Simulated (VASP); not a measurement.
The system is ZnS.

```
Zn S
1.0
     3.81100    0.00000    0.00000
    -1.90550    3.30042    0.00000
     0.00000    0.00000    6.23400
Zn S
2 2
Direct
  0.33333 0.66667 0.00000
  0.66667 0.33333 0.50000
  0.33333 0.66667 0.38500
  0.66667 0.33333 0.88500
```

- Program: VASP 6.6.1
- Task: relaxation of cell and atoms
- Functional: PBE
- Dispersion: D3(BJ)
- Potentials or basis: VASP PAW PBE potentials, release 64 (Zn, S)
- Cutoff: 600 eV
- k mesh: 12 × 12 × 6
- Occupations: gaussian, width 0.02 eV
- Spin: no spin polarisation

At the start: pressure -0.3 GPa; volume 19.60 Å³/atom.

**Question.** Where does the relaxation end?

**Answer.** Over 10 steps the energy falls by 5.7 meV/atom and the volume is 19.49 Å³/atom (-0.6 %); space group P6_3mc (No. 186, to 0.1 Å) before and after.

The path:
```
step  energy change (eV)  largest force (eV/Å)  pressure (GPa)  volume (Å³)
   1              0.0000                0.3256           -0.28        78.41
   2             -0.0168                0.1050           -0.04        78.01
   3             -0.0170                0.0707            0.01        77.96
   4             -0.0201                0.0444           -0.07        77.92
   5             -0.0223                0.0404            0.23        77.79
   6             -0.0228                0.0128            0.10        77.83
   7             -0.0228                0.0102           -0.03        78.04
   8             -0.0229                0.0017            0.08        77.93
   9             -0.0229                0.0039           -0.08        77.98
  10             -0.0229                0.0008            0.01        77.95
```

Final structure:
```xyz
4
Lattice="3.7980 0.0000 0.0000 -1.8990 3.2892 0.0000 0.0000 0.0000 6.2398" Properties=species:S:1:pos:R:3 pbc="T T T"
Zn    0.0000    2.1928    0.0347
Zn    1.8990    1.0964    3.1547
S     0.0000    2.1928    2.3676
S     1.8990    1.0964    5.4875
```
